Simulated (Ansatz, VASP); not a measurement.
# One calculation of BH3, two programs

File INCAR:

```
PREC = Accurate
ENCUT = 420
EDIFF = 1E-6
ISMEAR = 0
SIGMA = 0.1
LREAL = F
LASPH = T
NELM = 120
ALGO = Normal
ISIF = 2
LWAVE = F
LCHARG = T
LDIPOL = T
IDIPOL = 3
DIPOL = 0.5 0.5 0.618
GGA = PE
IVDW = 12
LELF = T
LVHAR = T
LVACPOTAV = T
NBANDS = 16
GGA_COMPAT = F
NELMDL = -8
```

Contents of KPOINTS:

```
regular mesh
0
Gamma
  3 3 1
```

Contents of POSCAR:

```
BH3
1.0
    8.1558973628      0.0000000000      0.0000000000
    0.0000000000      8.1558973628      0.0000000000
    0.0000000000      0.0000000000     27.3780230221
B H
2 6
Direct
    0.2478155819     -0.1414782287      0.6179272829
    0.2525444251     -0.3596513429      0.6182006678
    0.2499589414     -0.2502216798      0.6541735087
    0.2503698162     -0.2509249981      0.5817492092
    0.1181000302     -0.0722421878      0.6186135493
    0.3742745360     -0.0665258223      0.6187227346
    0.1260477654     -0.4345406767      0.6190355183
    0.3822943155     -0.4288364138      0.6191308183
```

Input for Ansatz:

```yaml
crystal:
  lattice:
    - [8.1558973628, 0.0, 0.0]
    - [0.0, 8.1558973628, 0.0]
    - [0.0, 0.0, 27.3780230221]
  atoms:
    - { symbol: B, position: [0.2478155819, -0.1414782287, 0.6179272829] }
    - { symbol: B, position: [0.2525444251, -0.3596513429, 0.6182006678] }
    - { symbol: H, position: [0.2499589414, -0.2502216798, 0.6541735087] }
    - { symbol: H, position: [0.2503698162, -0.2509249981, 0.5817492092] }
    - { symbol: H, position: [0.1181000302, -0.0722421878, 0.6186135493] }
    - { symbol: H, position: [0.374274536, -0.0665258223, 0.6187227346] }
    - { symbol: H, position: [0.1260477654, -0.4345406767, 0.6190355183] }
    - { symbol: H, position: [0.3822943155, -0.4288364138, 0.6191308183] }
basis:
  ecutwfc: 420
kpoints:
  mp_grid: { grid: [3, 3, 1] }
hamiltonian:
  xc: pbe
  dispersion: d3bj
scf:
  occupations: { method: gaussian, width: 0.1 }
output:
  forces: true
  eigenvalues: true
  write_density: true
  volumetric_format: npy
efield:
  axis: 3
  dipole_correction: true
  ramp_width: 0.04
```

Alike in both runs: task single point; functional PBE; dispersion D3(BJ); k mesh 3 × 3 × 1; occupations gaussian, width 0.1 eV; no spin polarisation.

|  | VASP | Ansatz |
| --- | --- | --- |
| version | VASP 6.6.1 | Ansatz 0.2.0 |
| potentials or method | VASP PAW PBE potentials, release 64 (B, H), cutoff 420 eV | scalar-relativistic, plane waves, PAW |
| valence electrons in the cell | 12 | 12 |

|  | VASP | Ansatz | Ansatz less VASP |
| --- | --- | --- | --- |
| gap on the k mesh at the Fermi level (eV) | 5.74 | 5.75 | +0.003 |
| rms of the force components (eV/Å) | 0.102 | 0.107 | +0.0050 |

Atom by atom the forces differ by 0.009 eV/Å (rms over components).
